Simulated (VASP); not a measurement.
Set up this calculation in VASP 6.6.1, as the native input.

- Task: single point
- Functional: b88 exchange, pbe correlation
- Potentials or basis: VASP PAW PBE potentials, release 64 (Bi_d, Se)
- Cutoff: 500 eV
- k mesh: 8 × 8 × 8
- Occupations: fermi-dirac, width 0.05 eV
- Spin: no spin polarisation
- Dipole correction: no
- Further INCAR settings: ALGO = Normal; EDIFF = 1e-06; NBANDS = 32

The structure of Bi2Se3 lies in POSCAR:

```
Bi2Se3
1.0
    2.1121279616      1.2194376472      9.7325442609
   -2.1121279616      1.2194376472      9.7325442609
    0.0000000000     -2.4388752945      9.7325442609
Bi Se
2 3
Direct
    0.5992000000      0.5992000000      0.5992000000
    0.4008000000      0.4008000000      0.4008000000
    0.7883000000      0.7883000000      0.7883000000
    0.2117000000      0.2117000000      0.2117000000
    0.0000000000      0.0000000000      0.0000000000
```

The input as run:

INCAR

```
SYSTEM = Bi2Se3
  ALGO = Normal
  EDIFF = 1E-6
  ENCUT = 500
  GGA = LIBXC
  GGA_COMPAT = .False.
  ISIF = 2
  ISMEAR = -1
  LASPH = .True.
  LCHARG = .True.
  LELF = .True.
  LIBXC1 = GGA_X_B88
  LIBXC2 = GGA_C_PBE
  LREAL = .False.
  LVHAR = .True.
  LWAVE = .False.
  NBANDS = 32
  NELM = 120
  PREC = Accurate
  SIGMA = 0.05
```

KPOINTS

```
k-points
0
Gamma
  8 8 8
  0 0 0
```

Potentials or basis: VASP PAW PBE potentials, release 64 (Bi_d, Se).

Command:

```console
$ cat potpaw_PBE.64/Bi_d/POTCAR potpaw_PBE.64/Se/POTCAR > POTCAR
$ mpirun -np 1 vasp_std > vasp.out
```

It gave:

```json
{"Pressure": "-1.1 GPa", "Largest force": "0.271 eV/Å", "Band gap on the k mesh": "0.25 eV"}
```

Caveat: the PAW data sets were made with another functional, which shifts forces and pressure a little; spin-orbit coupling is left out, which moves the levels of the heavy elements.

Wall time 25 min on 1 thread of Intel(R) Xeon(R) Platinum 8259CL CPU @ 2.50GHz (Skylake/Cascade Lake), with other jobs on the host, peak memory 1 GiB.
